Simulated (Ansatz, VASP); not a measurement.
# One calculation of Ta, two programs

The input INCAR:

```
PREC = Accurate
ENCUT = 400
EDIFF = 1E-6
ISMEAR = -1
SIGMA = 0.02
LREAL = F
LASPH = T
NELM = 120
ALGO = Normal
ISIF = 2
LWAVE = F
LCHARG = T
GGA = PE
LELF = T
LVHAR = T
NBANDS = 72
GGA_COMPAT = F
```

The input KPOINTS:

```
regular mesh
0
Gamma
  2 3 3
```

File POSCAR:

```
Ta
1.0
   -4.9538400000      4.9538400000      4.9538400000
    3.3025600000     -3.3025600000      3.3025600000
    3.3025600000      3.3025600000     -3.3025600000
Ta
11
Direct
    0.0000000000      0.0000000000      0.5000000000
    0.0000000000      0.5000000000      0.0000000000
    0.0000000000      0.5000000000      0.5000000000
    0.3333333333      0.0000000000      0.0000000000
    0.3333333333      0.0000000000      0.5000000000
    0.3333333333      0.5000000000      0.0000000000
    0.3333333333      0.5000000000      0.5000000000
    0.6666666667      0.0000000000      0.0000000000
    0.6666666667      0.0000000000      0.5000000000
    0.6666666667      0.5000000000      0.0000000000
    0.6666666667      0.5000000000      0.5000000000
```

Input for Ansatz:

```yaml
crystal:
  lattice:
    - [-1.65128, 1.65128, 1.65128]
    - [1.65128, -1.65128, 1.65128]
    - [1.65128, 1.65128, -1.65128]
  atoms:
    - { symbol: Ta, position: [0.0, 0.0, 0.0] }
  supercell: [3, 2, 2]
  defects:
    - { vacancy: 0 }
kpoints:
  mp_grid:
    grid: [2, 3, 3]
hamiltonian:
  xc: pbe
scf:
  lower_state_search: light
  occupations:
    method: fermi_dirac
    width: 0.02
output:
  forces: true
  eigenvalues: true
```

Alike in both runs: task single point; functional PBE; k mesh 2 × 3 × 3; occupations fermi-dirac, width 0.02 eV; no spin polarisation.

```csv
,VASP,Ansatz
version,VASP 6.6.1,Ansatz 0.2.0
potentials or method,"VASP PAW PBE potentials, release 64 (Ta_pv)","plane waves, PAW"
plane-wave cutoff (eV),400,420
valence electrons in the cell,121,143
```

```csv
,VASP,Ansatz,Ansatz less VASP
gap on the k mesh at the Fermi level (eV),none,none,-
rms of the force components (eV/Å),0.225,0.227,+0.0022
```

Atom by atom the forces differ by 0.002 eV/Å (rms over components). A gap of «none» marks a metal or a gap that the smearing closes. VASP's potentials hold 121 valence electrons a cell and Ansatz's 143, so a difference there can come from the potentials and not from the codes.

The k mesh is coarse, so the values compare programs but aren't converged. Neither program's run includes spin-orbit coupling.
